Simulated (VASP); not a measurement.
Set up this calculation in VASP 6.6.1, as the native input.

| Quantity | Value |
| --- | --- |
| Task | single point |
| Functional | BLYP |
| Potentials or basis | VASP PAW PBE potentials, release 64 (Pb_d) |
| Cutoff | 520 eV |
| k mesh | 17 × 17 × 17 |
| Occupations | fermi-dirac, width 0.1 eV |
| Spin | no spin polarisation |
| Dipole correction | no |
| Further INCAR settings | ALGO = Normal; EDIFF = 1e-07; NBANDS = 13 |

The structure of Pb lies in POSCAR:

```
Pb
1.0
    0.0000000000      2.5185975840      2.5185975840
    2.5185975840      0.0000000000      2.5185975840
    2.5185975840      2.5185975840      0.0000000000
Pb
1
Direct
    0.0000000000      0.0000000000      0.0000000000
```

This cell differs from its parent crystal: volume scaled by 0.92.

One way to write it, as run:

INCAR

```
PREC = Accurate ; ENCUT = 520
EDIFF = 1E-7 ; ISMEAR = -1
SIGMA = 0.1 ; LREAL = False
LASPH = True ; NELM = 80
ALGO = Normal ; ISIF = 2
LWAVE = False ; LCHARG = False
GGA = B5 ; ALDAX = 1.0
AGGAX = 1.0 ; AGGAC = 1.0
ALDAC = 0.0 ; NBANDS = 13
```

KPOINTS

```
regular mesh
0
Gamma
  17 17 17
```

Potentials or basis: VASP PAW PBE potentials, release 64 (Pb_d).

Run with:

```sh
$ cat potpaw_PBE.64/Pb_d/POTCAR > POTCAR
$ mpirun -np 1 vasp_std > vasp.out
```

It gave:

The pressure is 3.4 GPa. The band gap on the k mesh is zero (band 7 reaches 14.02 eV, above the bottom of band 8 at 5.76 eV).

Caveat: the PAW data sets were made with another functional, which shifts forces and pressure a little; spin-orbit coupling is left out, which moves the levels of the heavy elements.

Wall time 26 s on 1 thread of Intel(R) Xeon(R) 6975P-C (Granite Rapids), on a shared host, peak memory 0.2 GiB.
